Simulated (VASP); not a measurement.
# MgS (I4/mmm) in VASP: further runs, part 2 of 2

VASP 6.6.1. Earlier steps stand in the parts before.

## (3) Single point, PBEsol (strain -0.025 along x and y, +0.050 along z)

The input, INCAR:

```
PREC = Accurate
ENCUT = 600
EDIFF = 1E-6
ISMEAR = 0
SIGMA = 0.05
LREAL = F
LASPH = T
NELM = 120
ALGO = Normal
ISIF = 2
LWAVE = F
LCHARG = T
GGA = PS
LELF = T
LVHAR = T
NBANDS = 11
GGA_COMPAT = F
```

The input, KPOINTS:

```
Automatic mesh
0
Gamma
  8 8 8
```

The input, POSCAR:

```
MgS
1.0
    0.0000000000      2.5366087500      2.7317325000
    2.5366087500      0.0000000000      2.7317325000
    2.5366087500      2.5366087500      0.0000000000
Mg S
1 1
Direct
    0.0000000000      0.0000000000      0.0000000000
    0.5000000000      0.5000000000      0.5000000000
```

Potentials or basis: VASP PAW PBE potentials, release 64 (Mg, S).

Started as:

```
$ cat potpaw_PBE.64/Mg/POTCAR potpaw_PBE.64/S/POTCAR > POTCAR
$ mpirun -np 1 vasp_std > vasp.out
```

OUTCAR:

```text
PREC = Accurate
   ENCUT = 600
   EDIFF = 1E-6
   ISMEAR = 0
   LREAL = F
   LASPH = T
   NELM = 120
   ISIF = 2
   GGA = PS

 ion  position               nearest neighbor table
   1  0.000  0.000  0.000-   2 2.54   2 2.54   2 2.54   2 2.54   2 2.73   2 2.73
   2  0.500  0.500  0.500-   1 2.54   1 2.54   1 2.54   1 2.54   1 2.73   1 2.73

  LATTYP: Found a body centered tetragonal cell.
 ALAT       =     3.5873064967
 C/A-ratio  =     1.5229992210

  Lattice vectors:

 A1 = (  -2.5366087500,   0.0000000000,   2.7317325000)
 A2 = (   2.5366087500,   0.0000000000,   2.7317325000)
 A3 = (   0.0000000000,   2.5366087500,  -2.7317325000)

Analysis of symmetry for initial positions (statically):
=====================================================================
 Subroutine PRICEL returns:
 Original cell was already a primitive cell.

 Routine SETGRP: Setting up the symmetry group for a
 body centered tetragonal supercell.

 Subroutine GETGRP returns: Found 16 space group operations
 (whereof 16 operations were pure point group operations)
 out of a pool of 16 trial point group operations.

The static configuration has the point symmetry D_4h.

Analysis of symmetry for dynamics (positions and initial velocities):
=====================================================================
 Subroutine PRICEL returns:
 Original cell was already a primitive cell.

 Routine SETGRP: Setting up the symmetry group for a
 body centered tetragonal supercell.

 Subroutine GETGRP returns: Found 16 space group operations
 (whereof 16 operations were pure point group operations)
 out of a pool of 16 trial point group operations.

The dynamic configuration has the point symmetry D_4h.

 Subroutine INISYM returns: Found 16 space group operations
 (whereof 16 operations are pure point group operations),
 and found     1 'primitive' translations

----------------------------------------------------------------------------------------

                                     Primitive cell

  volume of cell :      35.1540

  direct lattice vectors                    reciprocal lattice vectors
     0.000000000  2.536608750  2.731732500    -0.197113567  0.197113567  0.183034027
     2.536608750  0.000000000  2.731732500     0.197113567 -0.197113567  0.183034027
     2.536608750  2.536608750  0.000000000     0.197113567  0.197113567 -0.183034027

  length of vectors
     3.727834009  3.727834009  3.587306497     0.333480092  0.333480092  0.333480092

  position of ions in fractional coordinates (direct lattice)
     0.000000000  0.000000000  0.000000000
     0.500000000  0.500000000  0.500000000

  ion indices of the primitive-cell ions
   primitive index   ion index
                 1           1
                 2           2

----------------------------------------------------------------------------------------

 KPOINTS: Automatic mesh

Automatic generation of k-mesh.
 Grid dimensions read from file:
 generate k-points for:    8    8    8

 Generating k-lattice:

  Cartesian coordinates                     Fractional coordinates (reciprocal lattice)
    -0.024639196  0.024639196  0.022879253     0.125000000  0.000000000  0.000000000
     0.024639196 -0.024639196  0.022879253     0.000000000  0.125000000  0.000000000
     0.024639196  0.024639196 -0.022879253     0.000000000  0.000000000  0.125000000

  Length of vectors
     0.041685012  0.041685012  0.041685012

  Shift w.r.t. Gamma in fractional coordinates (k-lattice)
     0.000000000  0.000000000  0.000000000

 Subroutine IBZKPT returns following result:
 ===========================================

 Found     59 irreducible k-points:

 Following reciprocal coordinates:
            Coordinates               Weight
  0.000000  0.000000  0.000000      1.000000
  0.125000 -0.000000  0.000000      8.000000
  0.250000 -0.000000  0.000000      8.000000
  0.375000  0.000000  0.000000      8.000000
  0.500000 -0.000000  0.000000      4.000000
  0.125000  0.125000  0.000000      2.000000
[... 16 lines left out ...]
  0.250000 -0.000000  0.125000     16.000000
  0.375000 -0.000000  0.125000     16.000000
 [... further k-points ...]
   k-points           NKPTS =     59   k-points in BZ     NKDIM =     59   number of bands    NBANDS=     11
   number of dos      NEDOS =    301   number of ions     NIONS =      2
   total plane-waves  NPLWV =  27000
   dimension x,y,z NGX =    30 NGY =   30 NGZ =   30
   dimension x,y,z NGXF=    60 NGYF=   60 NGZF=   60
   ions per type =               1   1
   NGX,Y,Z   is equivalent  to a cutoff of  13.38, 13.38, 13.90 a.u.
   NGXF,Y,Z  is equivalent  to a cutoff of  26.76, 26.76, 27.81 a.u.
 SYSTEM =  unknown system
   PREC   = accura    normal or accurate (medium, high low for compatibility)
   ISTART =      0    job   : 0-new  1-cont  2-samecut
   ICHARG =      2    charge: 1-file 2-atom 10-const
   ISPIN  =      1    spin polarized calculation?
   LNONCOLLINEAR =      F non collinear calculations
   LSORBIT =      F    spin-orbit coupling
   LASPH  =      T    aspherical Exc in radial PAW
   ENCUT  =  600.0 eV  44.10 Ry    6.64 a.u.   7.45  7.45  7.16*2*pi/ulx,y,z
   NELM   =    120;   NELMIN=  2; NELMDL= -5     # of ELM steps
   EDIFF  = 0.1E-05   stopping-criterion for ELM
   LREAL  =      F    real-space projection
   EDIFFG = 0.1E-04   stopping-criterion for IOM
   NSW    =      0    number of steps for IOM
   IBRION =     -1    ionic relax: 0-MD 1-quasi-New 2-CG
   NFREE  =      0    steps in history (QN), initial steepest desc. (CG)
   ISIF   =      2    stress and relaxation
   ISYM   =      2    0-nonsym 1-usesym 2-fastsym
   POTIM  = 0.5000    time-step for ionic-motion
   TEBEG  =    0.0;   TEEND  =   0.0 temperature during run
   PSTRESS=    0.0 pullay stress
   NELECT =       8.0000    total number of electrons
   NUPDOWN=      -1.0000    fix difference up-down
   EMIN   =  10.00;   EMAX   =-10.00  energy-range for DOS
   EFERMI =   0.00;   METHOD = LEGACY
   ISMEAR =     0;   SIGMA  =   0.05  broadening in eV -4-tet -1-fermi 0-gaus
   EFERMI_NEDOS =   21; number of points for ismear=-14 and -15
   IALGO  =     38    algorithm
   IMIX   =      4    mixing-type and parameters
     AMIX     =   0.40;   BMIX     =  1.00
     AMIX_MAG =   1.60;   BMIX_MAG =  1.00
  volume/ion in A,a.u.               =      17.58       118.62
  Fermi-wavevector in a.u.,A,eV,Ry     =   0.999493  1.888768 13.592035  0.998986
  Thomas-Fermi vector in A             =   2.131787
   LORBIT       =      0    0 simple, 1 ext, 2 COOP (PROOUT), +10 PAW based schemes
   GGA     = PS    functional components
   LHFCALC =     F    Hartree Fock is set to
   AEXX    =    0.0000 exact exchange contribution
   IVDW    =     0    specifies the selected vdW correction
   LEPSILON=     F    determine dielectric tensor
   LRPA    =     F    only Hartree local field effects (RPA)
 non-spin polarized calculation
 Gauss-broadening in eV      SIGMA  =   0.05
  energy-cutoff  :      600.00
  volume of cell :       35.15
 maximum number of plane-waves:      1188
 NGX is ok and might be reduce to    30
   NGX = 15   NGY = 15   NGZ = 15

 number of electron       7.9999999 magnetization

 Free energy of the ion-electron system (eV)
  ---------------------------------------------------
  ext. energy  EPLUGINS =         0.00000000
  ---------------------------------------------------
  free energy    TOTEN  =        -9.03458492 eV

  energy without entropy =       -9.03458492  energy(sigma->0) =       -9.03458492

 E-fermi :   4.1197     XC(G=0):  -9.8366

 val. band max:        3.8513593270   @ k =   0.0000   0.0000   0.0000
 cond. band min:       6.3074815144   @ k =   0.5000   0.0000   0.5000
 fundamental gap:      2.4561221874
 Fermi energy:         4.1197381294

 k-point     1 :       0.0000    0.0000    0.0000
  band No.  band energies     occupation
      1      -9.0200      2.00000
      2       3.5849      2.00000
      3       3.5849      2.00000
      4       3.8514      2.00000
      5       7.2888      0.00000
      6      11.0576      0.00000
      7      11.8308      0.00000
      8      11.8308      0.00000
      9      13.4531      0.00000
     10      14.5104      0.00000
     11      15.5106      0.00000
[... 309 lines left out ...]
 k-point    24 :       0.3750   -0.0000    0.1250
  band No.  band energies     occupation
      1      -7.9780      2.00000
      2      -0.1968      2.00000
      3       2.7807      2.00000
      4       2.8474      2.00000
      5       8.7498      0.00000
      6      10.4534      0.00000
      7      11.4812      0.00000
      8      11.8662      0.00000
      9      14.9670      0.00000
     10      16.5796      0.00000
     11      16.7511      0.00000

 [... further k-points ...]
[... 5 lines left out ...]
  --------------------------------------------------------------------------------------
  -------------------------------------------------------------------------------------
  Total        0.4915903      0.4915903     -1.0687863      0.0000000      0.0000000     -0.0000000
  in kB       22.4046820     22.4046820    -48.7109175      0.0000000      0.0000000     -0.0000000
  external PRESSURE =      -1.3005179 kB  Pullay stress =       0.0000000 kB

 VOLUME and BASIS-vectors are now :
 -----------------------------------------------------------------------------
  energy-cutoff  :      600.00
  volume of cell :       35.15
      direct lattice vectors                 reciprocal lattice vectors
     0.000000000  2.536608750  2.731732500    -0.197113567  0.197113567  0.183034027
     2.536608750  0.000000000  2.731732500     0.197113567 -0.197113567  0.183034027
     2.536608750  2.536608750  0.000000000     0.197113567  0.197113567 -0.183034027

 POSITION                                       TOTAL-FORCE (eV/Angst)
 -----------------------------------------------------------------------------------
      0.00000      0.00000      0.00000        -0.000000      0.000000     -0.000000
      2.53661      2.53661      2.73173         0.000000     -0.000000      0.000000
 -----------------------------------------------------------------------------------
    total drift:                               -0.000000     -0.000000      0.000000

  FREE ENERGIE OF THE ION-ELECTRON SYSTEM (eV)
  ---------------------------------------------------
  free  energy   TOTEN  =        -9.0345849179 eV

  energy  without entropy=       -9.0345849179  energy(sigma->0) =       -9.03458492
```

stdout:

```text
POSCAR found type information on POSCAR MgS
 POSCAR found :  2 types and       2 ions
 scaLAPACK will be used
 -----------------------------------------------------------------------------
|                                                                             |
|                                                                             |
|     You enforced a specific xc type in the INCAR file but a different       |
|     I HOPE YOU KNOW WHAT YOU ARE DOING!                                     |
|                                                                             |
 -----------------------------------------------------------------------------

 LDA part: xc-table for (Slater+PW92), standard interpolation
 POSCAR, INCAR and KPOINTS ok, starting setup
 FFT: planning ... GRIDC
 FFT: planning ... GRID_SOFT
 FFT: planning ... GRID
 WAVECAR not read
 entering main loop
```

It took 41 s on 1 thread of Intel Xeon 8259CL, shared host; peak memory 0.18 GiB.

Results:

- Free energy: -9.0346 eV
- Pressure: -0.1 GPa
- Band gap on the k mesh: 2.46 eV, indirect (least direct gap 3.44 eV)

Caveat: the cell differs from its parent crystal (strain -0.025 along x and y, +0.050 along z); the PAW data sets were made with another functional, which shifts forces and pressure a little. A k mesh can miss the band edges.

## (4) Single point, PBEsol (strain +0.050 along x and y, -0.050 along z)

The input, INCAR:

```
SYSTEM = MgS
  ALGO = Normal
  EDIFF = 1E-6
  ENCUT = 600
  GGA = PS
  GGA_COMPAT = .FALSE.
  ISIF = 2
  ISMEAR = 0
  LASPH = .TRUE.
  LCHARG = .TRUE.
  LELF = .TRUE.
  LREAL = .FALSE.
  LVHAR = .TRUE.
  LWAVE = .FALSE.
  NBANDS = 11
  NELM = 120
  PREC = Accurate
  SIGMA = 0.05
```

The input, KPOINTS:

```
k-points
0
G
  8 8 8
  0 0 0
```

The input, POSCAR:

```
MgS
1.0
    0.0000000000      2.7317325000      2.4715675000
    2.7317325000      0.0000000000      2.4715675000
    2.7317325000      2.7317325000      0.0000000000
Mg S
1 1
Direct
    0.0000000000      0.0000000000      0.0000000000
    0.5000000000      0.5000000000      0.5000000000
```

Started as:

```
$ cat potpaw_PBE.64/Mg/POTCAR potpaw_PBE.64/S/POTCAR > POTCAR
$ mpirun -np 1 vasp_std > vasp.out
```

Run time: 46 s. Hardware: 1 thread of Intel Xeon 8259CL, shared host; peak memory 0.19 GiB.

Results (log left out):

| Property | Result |
| --- | --- |
| Free energy | -8.9761 eV |
| Pressure | -2.7 GPa |
| Band gap on the k mesh | 2.28 eV, indirect (least direct gap 3.10 eV) |

Stress tensor (GPa, compression positive):
```
-5.98  0.00  0.00
 0.00 -5.98  0.00
 0.00  0.00  3.73
```

Levels at points of the mesh, in eV from the valence-band top:
```csv
k point,band 1,band 2,band 3,band 4,band 5,band 6,band 7,band 8,band 9
"(0.00, 0.00, 0.00)",-12.59,-0.50,0.00,0.00,3.10,7.46,7.46,8.46,9.43
"(0.50, 0.00, 0.00)",-11.38,-4.82,-0.83,-0.62,4.09,6.13,7.38,9.47,11.56
"(0.50, 0.50, 0.00)",-10.85,-4.09,-2.03,-2.03,2.28,4.00,11.92,12.28,12.28
"(0.50, 0.00, 0.50)",-11.16,-4.21,-2.02,-1.19,2.70,4.41,10.90,11.62,12.22
```

Caveat: the cell differs from its parent crystal (strain +0.050 along x and y, -0.050 along z); the PAW data sets were made with another functional, which shifts forces and pressure a little. A k mesh can miss the band edges.

## (5) Single point, PBEsol (strain +0.050 along x and y, -0.025 along z)

The input, INCAR:

```
ALGO = Normal
EDIFF = 1E-6
ENCUT = 600
GGA = PS
GGA_COMPAT = False
ISIF = 2
ISMEAR = 0
LASPH = True
LCHARG = False
LREAL = False
LWAVE = False
NBANDS = 11
NELM = 120
PREC = Accurate
SIGMA = 0.05
```

The input, KPOINTS:

```
k-points
0
Gamma
  8 8 8
```

The input, POSCAR:

```
MgS
1.0
    0.0000000000      2.7317325000      2.5366087500
    2.7317325000      0.0000000000      2.5366087500
    2.7317325000      2.7317325000      0.0000000000
Mg S
1 1
Direct
    0.0000000000      0.0000000000      0.0000000000
    0.5000000000      0.5000000000      0.5000000000
```

Started as:

```
$ cat potpaw_PBE.64/Mg/POTCAR potpaw_PBE.64/S/POTCAR > POTCAR
$ mpirun -np 1 vasp_std > vasp.out
```

Wall time 45 s (1 thread of Intel Xeon 8259CL, shared host); peak memory 0.19 GiB.

Results (log left out):

```yaml
Free_energy: -8.9832 eV
Pressure: -5.0 GPa
Band_gap_on_the_k_mesh: 2.29 eV, indirect (least direct gap 2.95 eV)
```

Stress tensor (GPa, compression positive):
```
-6.92  0.00  0.00
 0.00 -6.92  0.00
 0.00  0.00 -1.15
```

Levels at points of the mesh, in eV from the valence-band top:
```tsv
k point	band 1	band 2	band 3	band 4	band 5	band 6	band 7	band 8	band 9
(0.00, 0.00, 0.00)	-12.41	-0.36	0.00	0.00	2.95	7.57	7.57	8.30	9.62
(0.50, 0.00, 0.00)	-11.26	-4.64	-0.72	-0.57	4.13	6.27	7.13	9.21	11.47
(0.50, 0.50, 0.00)	-10.79	-3.95	-1.86	-1.86	2.29	4.17	11.56	12.14	12.14
(0.50, 0.00, 0.50)	-11.02	-4.03	-1.87	-1.25	2.60	4.45	10.80	11.68	12.31
```

Caveat: the cell differs from its parent crystal (strain +0.050 along x and y, -0.025 along z); the PAW data sets were made with another functional, which shifts forces and pressure a little. A k mesh can miss the band edges.

## (6) Single point, PBEsol (strain +0.050 along x and y, +0.000 along z)

The input, INCAR:

```
PREC = Accurate
ENCUT = 600
EDIFF = 1E-6
ISMEAR = 0
SIGMA = 0.05
LREAL = F
LASPH = T
NELM = 120
ALGO = Normal
ISIF = 2
LWAVE = F
LCHARG = T
GGA = PS
LELF = T
LVHAR = T
NBANDS = 11
GGA_COMPAT = F
```

The input, KPOINTS:

```
Automatic mesh
0
Gamma
  8 8 8
```

The input, POSCAR:

```
MgS
1.0
    0.0000000000      2.7317325000      2.6016500000
    2.7317325000      0.0000000000      2.6016500000
    2.7317325000      2.7317325000      0.0000000000
Mg S
1 1
Direct
    0.0000000000      0.0000000000      0.0000000000
    0.5000000000      0.5000000000      0.5000000000
```

Potentials or basis: VASP PAW PBE potentials, release 64 (Mg, S).

Started as:

```
$ cat potpaw_PBE.64/Mg/POTCAR potpaw_PBE.64/S/POTCAR > POTCAR
$ mpirun -np 1 vasp_std > vasp.out
```

It took 49 s on 1 thread of Intel Xeon 8259CL, shared host; peak memory 0.19 GiB.

Results (log left out):

```
Free energy            : -8.9649 eV
Pressure               : -6.7 GPa
Band gap on the k mesh : 2.32 eV, indirect (least direct gap 2.81 eV)
```

Stress tensor (GPa, compression positive):
```
-7.75  0.00  0.00
 0.00 -7.75  0.00
 0.00  0.00 -4.74
```

Levels at points of the mesh, in eV from the valence-band top:
```
           k point  band 1  band 2  band 3  band 4  band 5  band 6  band 7  band 8  band 9
(0.00, 0.00, 0.00)  -12.24   -0.23    0.00    0.00    2.81    7.68    7.68    8.15    9.80
(0.50, 0.00, 0.00)  -11.15   -4.48   -0.63   -0.52    4.16    6.39    6.92    8.97   11.38
(0.50, 0.50, 0.00)  -10.75   -3.82   -1.70   -1.70    2.32    4.33   11.21   12.02   12.02
(0.50, 0.00, 0.50)  -10.89   -3.86   -1.71   -1.31    2.51    4.51   10.70   11.73   12.36
```

Caveat: the cell differs from its parent crystal (strain +0.050 along x and y, +0.000 along z); the PAW data sets were made with another functional, which shifts forces and pressure a little. A k mesh can miss the band edges.

## (7) Overview

| cell | gap on the mesh (eV) | pressure (GPa) |
| --- | --- | --- |
| a = 3.684, b = 3.684, c = 3.495 Å, angles 61.7, 61.7, 56.6°, 2 atoms | 2.51 | 5.1 |
| a = 3.728, b = 3.728, c = 3.587 Å, angles 61.2, 61.2, 57.5°, 2 atoms | 2.46 | -0.1 |
| a = 3.684, b = 3.684, c = 3.863 Å, angles 58.4, 58.4, 63.2°, 2 atoms | 2.28 | -2.7 |
| a = 3.728, b = 3.728, c = 3.863 Å, angles 58.8, 58.8, 62.4°, 2 atoms | 2.29 | -5.0 |
| a = 3.772, b = 3.772, c = 3.863 Å, angles 59.2, 59.2, 61.6°, 2 atoms | 2.32 | -6.7 |

Alike in all rows: task single point; level PBEsol; potentials or basis VASP PAW PBE potentials, release 64 (Mg, S); no spin polarisation; k mesh 8 × 8 × 8; cutoff (eV) 600; smearing gaussian 0.05 eV.

Caveats: the PAW data sets were made with another functional, which shifts forces and pressure a little.

Absolute energies hang on the potentials; compare differences alone.
